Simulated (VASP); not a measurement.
O:

```
CELL_PARAMETERS angstrom
1.77559 0.00000 0.00000
0.00000 1.77559 0.00000
0.00000 0.00000 3.05305
ATOMIC_POSITIONS crystal
O 0.00000 0.00000 0.00000
```

| Quantity | Value |
| --- | --- |
| Program | VASP 6.6.1 |
| Task | relaxation of cell and atoms |
| Functional | LDA |
| Potentials or basis | VASP PAW LDA potentials, release 64 (O) |
| Cutoff | 600 eV |
| k mesh | 11 × 11 × 7 |
| Occupations | methfessel-paxton, width 0.1 eV |
| Spin | no spin polarisation |

At the start: pressure -4.2 GPa; volume 9.63 Å³/atom.

**Question.** How do energy, volume and symmetry change on relaxing?

**Answer.** Over 11 steps the energy falls by 5.9 meV/atom and the volume is 8.96 Å³/atom (-6.9 %); space group P4/mmm (No. 123, to 0.05 Å).

Step by step:
```
step  energy change (eV)  largest force (eV/Å)  pressure (GPa)  volume (Å³)
   1              0.0000                0.0000           -4.19         9.63
   2             -0.0008                0.0000            3.16         9.28
   3             -0.0030                0.0000           -0.38         9.44
   4             -0.0034                0.0000           -0.36         9.40
   5             -0.0044                0.0000           -0.28         9.28
   6             -0.0058                0.0000            0.04         9.04
   7             -0.0059                0.0000            0.24         8.93
   8             -0.0059                0.0000            0.16         8.96
   9             -0.0059                0.0000            0.15         8.95
  10             -0.0058                0.0000           -0.69         8.99
  11             -0.0059                0.0000            0.00         8.96
```

Final structure:
```yaml
crystal:
  lattice:
    - [1.76238, 0.00000, 0.00000]
    - [0.00000, 1.76238, 0.00000]
    - [0.00000, 0.00000, 2.88467]
  atoms:
    - { symbol: O, position: [0.00000, 0.00000, 0.00000] }
```
